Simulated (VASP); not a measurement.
Input of a VASP 6.6.1 run:

File INCAR:

```
SYSTEM = Pb
ALGO     = Normal         ! electronic algorithm
EDIFF    = 1E-6           ! SCF threshold, eV
ENCUT    = 520            ! plane-wave cutoff, eV
GGA      = PS             ! functional
ISIF     = 2              ! what is computed and relaxed
ISMEAR   = -1             ! smearing method
LASPH    = .TRUE.         ! aspherical terms in the spheres
LCHARG   = .TRUE.         ! write CHGCAR
LELF     = .TRUE.         ! ELF
LREAL    = .FALSE.        ! projectors in reciprocal space
LVHAR    = .TRUE.       
LWAVE    = .FALSE.        ! write WAVECAR
NBANDS   = 13             ! bands
NELM     = 100            ! most SCF steps
PREC     = Accurate       ! precision mode
SIGMA    = 0.05           ! smearing width, eV
```

KPOINTS

```
k-points
0
G
  9 9 9
  0 0 0
```

POSCAR

```
Pb
1.0
   -1.9498430340      1.9498430340      1.9498430340
    1.9498430340     -1.9498430340      1.9498430340
    1.9498430340      1.9498430340     -1.9498430340
Pb
1
Direct
    0.0000000000      0.0000000000      0.0000000000
```

Potentials or basis: VASP PAW PBE potentials, release 64 (Pb_d).

Launch:

```bash
$ cat potpaw_PBE.64/Pb_d/POTCAR > POTCAR
$ mpirun -np 1 vasp_std > vasp.out
```

Problem. Estimate the pressure.

Solution. -0.1 GPa.

Problem. What does it give for the band gap on the k mesh?

Solution. Zero (band 7 reaches 15.19 eV, above the bottom of band 8 at 5.22 eV).

Caveat: the PAW data sets were made with another functional, which shifts forces and pressure a little; spin-orbit coupling is left out, which moves the levels of the heavy elements.
